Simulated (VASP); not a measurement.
Input of a VASP 6.6.1 run:

The input INCAR:

```
PREC = Accurate
ENCUT = 520
EDIFF = 1E-7
ISMEAR = 0
SIGMA = 0.01
LREAL = False
LASPH = True
NELM = 100
ALGO = Normal
ISIF = 2
LWAVE = False
LCHARG = True
GGA = CA
LELF = True
LVHAR = True
NBANDS = 12
```

Contents of KPOINTS:

```
Automatic mesh
0
Gamma
  10 10 10
```

The input POSCAR:

```
LiF
1.0
    0.0000000000      1.9274425413      1.9274425413
    1.9274425413      0.0000000000      1.9274425413
    1.9274425413      1.9274425413      0.0000000000
Li F
1 1
Direct
    0.0000000000      0.0000000000      0.0000000000
    0.5000000000      0.5000000000      0.5000000000
```

Potentials or basis: VASP PAW LDA potentials, release 64 (Li_sv, F).

Run with:

```bash
$ cat potpaw_LDA.64/Li_sv/POTCAR potpaw_LDA.64/F/POTCAR > POTCAR
$ mpirun -np 1 vasp_std > vasp.out
```

(1) Predict the band gap on the k mesh.

Results:

(1) 10.12 eV, direct.
